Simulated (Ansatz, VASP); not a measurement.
# CsPbBr3 in VASP and in Ansatz

Contents of POSCAR:

```
CsPbBr3
1.0
    6.0595198116      0.0000000000      0.0000000000
    0.0000000000      6.0595198116      0.0000000000
    0.0000000000      0.0000000000      6.0595198116
Cs Pb Br
1 1 3
Direct
    0.0000000000      0.0000000000      0.0000000000
    0.5000000000      0.5000000000      0.5000000000
    0.5000000000      0.5000000000      0.0000000000
    0.5000000000      0.0000000000      0.5000000000
    0.0000000000      0.5000000000      0.5000000000
```

File INCAR.step1:

```
PREC = Accurate
ENCUT = 520
ISMEAR = 0
SIGMA = 0.01
LREAL = F
LASPH = T
NELM = 80
NBANDS = 30
GGA = PE
ALGO = Normal
EDIFF = 1E-4
LWAVE = T
LCHARG = F
```

File INCAR.step2:

```
PREC = Accurate
ENCUT = 520
EDIFF = 1E-7
ISMEAR = 0
SIGMA = 0.01
LREAL = F
LASPH = T
NELM = 80
ALGO = Normal
ISIF = 2
LWAVE = F
LCHARG = F
METAGGA = R2SCAN
LMIXTAU = T
NBANDS = 30
ISTART = 1
```

Contents of KPOINTS:

```
Automatic mesh
0
Gamma
  4 4 4
```

Input for Ansatz:

```yaml
crystal:
  lattice:
    - [6.0595198116, 0.0, 0.0]
    - [0.0, 6.0595198116, 0.0]
    - [0.0, 0.0, 6.0595198116]
  atoms:
    - { symbol: Cs, position: [0.0, 0.0, 0.0] }
    - { symbol: Pb, position: [0.5, 0.5, 0.5] }
    - { symbol: Br, position: [0.5, 0.5, 0.0] }
    - { symbol: Br, position: [0.5, 0.0, 0.5] }
    - { symbol: Br, position: [0.0, 0.5, 0.5] }
kpoints:
  mp_grid: { grid: [4, 4, 4] }
hamiltonian:
  xc: r2scan
scf:
  occupations: { method: fixed }
  n_extra_bands: 5
output:
  forces: true
  stress: true
  eigenvalues: true
```

Alike in both runs: task single point; functional r2SCAN; k mesh 4 × 4 × 4; no spin polarisation.

|  | VASP | Ansatz |
| --- | --- | --- |
| version | VASP 6.6.1 | Ansatz 0.2.0 |
| potentials or method | VASP PAW PBE potentials, release 64 (Cs_sv, Pb_d, Br) | plane waves, PAW |
| plane-wave cutoff (eV) | 520 | 500 |
| occupations | gaussian, width 0.01 eV | fixed |
| valence electrons in the cell | 44 | 44 |

VASP gave:

| Item | Value |
| --- | --- |
| gap on the k mesh at the Fermi level (eV) | 2.26 |
| pressure (GPa) | -1.1 |

Task: What did Ansatz give for the same quantities?

Result: gap on the k mesh at the Fermi level (eV): 2.25; pressure (GPa): -1.1.

VASP's potentials were made for PBE, not for r2SCAN.

Spin-orbit coupling is off throughout.
